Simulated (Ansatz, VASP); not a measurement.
Mg3Sn2N2 in VASP and in Ansatz

```
Mg Sn N
1.0
     3.64535    0.00000    0.00000
    -1.82267    3.15696    0.00000
     0.00000    0.00000   10.94761
Mg Sn N
3 2 2
Cartesian
  0.0000 2.1046 6.4369
  1.8227 1.0523 4.5107
  0.0000 0.0000 0.0000
  1.8227 1.0523 8.8330
  0.0000 2.1046 2.1146
  0.0000 2.1046 4.2256
  1.8227 1.0523 6.7220
```

Change from the starting cell: species swapped into the Mg2H2O3 type (P-3m1, No. 164).

Alike in both runs: functional PBE; k mesh 5 × 5 × 2; occupations gaussian, width 0.2 eV; no spin polarisation.

Ansatz relaxed the structure, and its values are those at the end. VASP's run is a single point on that final structure, the one shown.

```csv
,VASP,Ansatz
version,VASP 6.6.1,Ansatz 0.2.0
potentials or method,"VASP PAW PBE potentials, release 64 (Mg, Sn_d, N), cutoff 520 eV","scalar-relativistic, plane waves, PAW"
valence electrons in the cell,44,68
```

VASP gave:

| Item | Value |
| --- | --- |
| gap on the k mesh at the Fermi level (eV) | none |
| pressure (GPa) | -0.1 |
| rms of the force components (eV/Å) | 0.011 |

Question: Which values does Ansatz return?

Answer: gap on the k mesh at the Fermi level (eV): none; pressure (GPa): 0.1; rms of the force components (eV/Å): 0.004.

A gap of «none» marks a metal or a gap that the smearing closes. The functional is the same, so the differences come from potentials, cutoffs and numerics. VASP's potentials hold 44 valence electrons a cell and Ansatz's 68, so a difference there can come from the potentials and not from the codes.

The k mesh is coarse, so the values compare programs but aren't converged.
